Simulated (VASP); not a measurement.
Input of a VASP 6.6.1 run:

File POSCAR:

```
BeTe
1.0
    0.0000000000      2.8286236224      2.8286236224
    2.9423342920      0.0000000000      2.8286236224
    2.9423342920      2.8286236224      0.0000000000
Be Te
1 1
Direct
    0.0000000000      0.0000000000      0.0000000000
    0.2500000000      0.2500000000      0.2500000000
```

Contents of INCAR.step1:

```
SYSTEM = BeTe
  PREC = Accurate
  ENCUT = 520
  ISMEAR = 0
  SIGMA = 0.01
  LREAL = .False.
  LASPH = .True.
  NELM = 80
  NBANDS = 11
  GGA = PE
  ALGO = Normal
  EDIFF = 1E-4
  LWAVE = .True.
  LCHARG = .False.
```

Contents of INCAR.step2:

```
SYSTEM = BeTe
  PREC = Accurate
  ENCUT = 520
  EDIFF = 1E-6
  ISMEAR = 0
  SIGMA = 0.01
  LREAL = .False.
  LASPH = .True.
  NELM = 80
  ALGO = Normal
  ISIF = 2
  LWAVE = .False.
  LCHARG = .False.
  METAGGA = R2SCAN
  LMIXTAU = .True.
  NBANDS = 11
  ISTART = 1
```

Contents of KPOINTS:

```
Automatic mesh
0
Gamma
  8 8 8
  0 0 0
```

Potentials or basis: VASP PAW PBE potentials, release 64 (Be, Te).

Launch:

```bash
$ cat potpaw_PBE.64/Be/POTCAR potpaw_PBE.64/Te/POTCAR > POTCAR
$ cp INCAR.step1 INCAR
$ mpirun -np 1 vasp_std > vasp.out
$ cp INCAR.step2 INCAR
$ mpirun -np 1 vasp_std > vasp.out
```

(1) What does it give for the band gap on the k mesh?

(2) What does it give for the pressure?

## Answers

(1) 2.30 eV, indirect (least direct gap 3.98 eV).

(2) -2.0 GPa.

Caveat: the cell differs from its parent crystal (uniaxial x strain +4.0%); the PAW data sets were made with another functional, which shifts forces and pressure a little; spin-orbit coupling is left out, which moves the levels of the heavy elements.
